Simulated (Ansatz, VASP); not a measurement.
## PbSe in VASP and in Ansatz

The input INCAR:

```
PREC = Accurate
ENCUT = 500
EDIFF = 1E-6
ISMEAR = -1
SIGMA = 0.02
LREAL = F
LASPH = T
NELM = 120
ALGO = Normal
ISIF = 2
LWAVE = F
LCHARG = F
GGA = PE
NBANDS = 17
GGA_COMPAT = F
```

File KPOINTS:

```
Automatic mesh
0
Gamma
  8 8 8
```

The input POSCAR:

```
PbSe
1.0
    0.0000000000      3.0606500000      3.0606500000
    3.0606500000      0.0000000000      3.0606500000
    3.0606500000      3.0606500000      0.0000000000
Pb Se
1 1
Direct
    0.0000000000      0.0000000000      0.0000000000
    0.5000000000      0.5000000000      0.5000000000
```

input.yaml

```yaml
crystal:
  lattice:
    - [0.0, 3.06065, 3.06065]
    - [3.06065, 0.0, 3.06065]
    - [3.06065, 3.06065, 0.0]
  atoms:
    - { symbol: Pb, position: [0.0, 0.0, 0.0] }
    - { symbol: Se, position: [0.5, 0.5, 0.5] }
kpoints:
  mp_grid: { grid: [8, 8, 8] }
  band_path:
    path:
      - [[0.0, 0.0, 0.0], [0.5, 0.0, 0.5], [0.625, 0.25, 0.625]]
      - [[0.375, 0.375, 0.75], [0.0, 0.0, 0.0], [0.5, 0.5, 0.5], [0.5, 0.25, 0.75], [0.5, 0.0, 0.5]]
    npoints: 10
hamiltonian:
  xc: pbe
scf:
  occupations: { method: fermi_dirac, width: 0.02 }
  n_extra_bands: 4
output:
  forces: true
  stress: true
  eigenvalues: true
```

Alike in both runs: functional PBE; k mesh 8 × 8 × 8; occupations fermi-dirac, width 0.02 eV; no spin polarisation.

|  | VASP | Ansatz |
| --- | --- | --- |
| version | VASP 6.6.1 | Ansatz 0.2.0 |
| potentials or method | VASP PAW PBE potentials, release 64 (Pb_d, Se) | Ansatz PAW |
| plane-wave cutoff (eV) | 500 | 420 |
| valence electrons in the cell | 20 | 30 |
| task | single point | band structure |

|  | VASP | Ansatz | Ansatz less VASP |
| --- | --- | --- | --- |
| gap on the k mesh at the Fermi level (eV) | 0.29 | 0.29 | -0.005 |
| least direct gap on the mesh (eV) | 0.29 | 0.29 | -0.005 |
| pressure (GPa) | 2.4 | 2.4 | +0.02 |

VASP's potentials hold 20 valence electrons a cell and Ansatz's 30, so a difference there can come from the potentials and not from the codes.

Neither program's run includes spin-orbit coupling.
